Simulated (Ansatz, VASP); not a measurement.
**Two plane-wave programs on Rb16H**

```xyz
17
Lattice="11.1800 0.0000 0.0000 0.0000 11.1800 0.0000 0.0000 0.0000 11.1800" Properties=species:S:1:pos:R:3 pbc="T T T"
Rb    0.0505    0.4055   -0.0021
Rb    5.3865   -0.1337   -0.0058
Rb    0.0516    5.1861   -0.0020
Rb   -0.1286    0.1805    5.5882
Rb    2.9941    2.7941    2.9192
Rb    5.3876    5.7213   -0.0058
Rb    5.7303   -0.1262    5.5884
Rb    8.3302    2.7947    2.3930
Rb   -0.1288    5.4080    5.5882
Rb    2.6517    8.3848    2.9134
Rb    3.0004    2.7941    8.2464
Rb    5.7307    5.7144    5.5884
Rb    8.5136    8.3847    2.6095
Rb    8.3359    2.7946    8.7960
Rb    2.6541    8.3848    8.2550
Rb    8.5122    8.3847    8.5608
H     9.7803    2.7938   -0.0075
```

Alike in both runs: functional PBE; k mesh 1 × 1 × 1; occupations fermi-dirac, width 0.1 eV; no spin polarisation.

Ansatz relaxed the structure, and its values are those at the end. VASP's run is a single point on that final structure, the one shown.

|  | VASP | Ansatz |
| --- | --- | --- |
| version | VASP 6.6.1 | Ansatz 0.2.0 |
| potentials or method | VASP PAW PBE potentials, release 64 (Rb_sv, H), cutoff 520 eV | scalar-relativistic, plane waves, PAW |
| valence electrons in the cell | 145 | 145 |

VASP gave:

- rms of the force components (eV/Å): 0.005

Problem. Estimate Ansatz's values.

Solution. rms of the force components (eV/Å): 0.006.
